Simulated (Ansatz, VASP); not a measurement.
BaS: VASP beside Ansatz

```
Ba S
1.0
     0.00000    3.21426    3.21426
     3.21426    0.00000    3.21426
     3.21426    3.21426    0.00000
Ba S
1 1
Direct
  0.00000 0.00000 0.00000
  0.50000 0.50000 0.50000
```

Alike in both runs: functional PBE; k mesh 8 × 8 × 8; occupations gaussian, width 0.02 eV; no spin polarisation.

Ansatz relaxed the structure, and its values are those at the end. VASP's run is a single point on that final structure, the one shown.

|  | VASP | Ansatz |
| --- | --- | --- |
| version | VASP 6.6.1 | Ansatz 0.2.0 |
| potentials or method | VASP PAW PBE potentials, release 64 (Ba_sv, S), cutoff 520 eV | scalar-relativistic, plane waves, PAW |
| valence electrons in the cell | 16 | 16 |

Ansatz gave:

| Property | Result |
| --- | --- |
| gap on the k mesh at the Fermi level (eV) | 2.23 |
| least direct gap on the mesh (eV) | 2.35 |
| pressure (GPa) | 0.0 |

Estimate VASP's values.

gap on the k mesh at the Fermi level (eV): 2.14; least direct gap on the mesh (eV): 2.29; pressure (GPa): 0.5.

The functional is the same, so the differences come from potentials, cutoffs and numerics.

Spin-orbit coupling is off throughout.
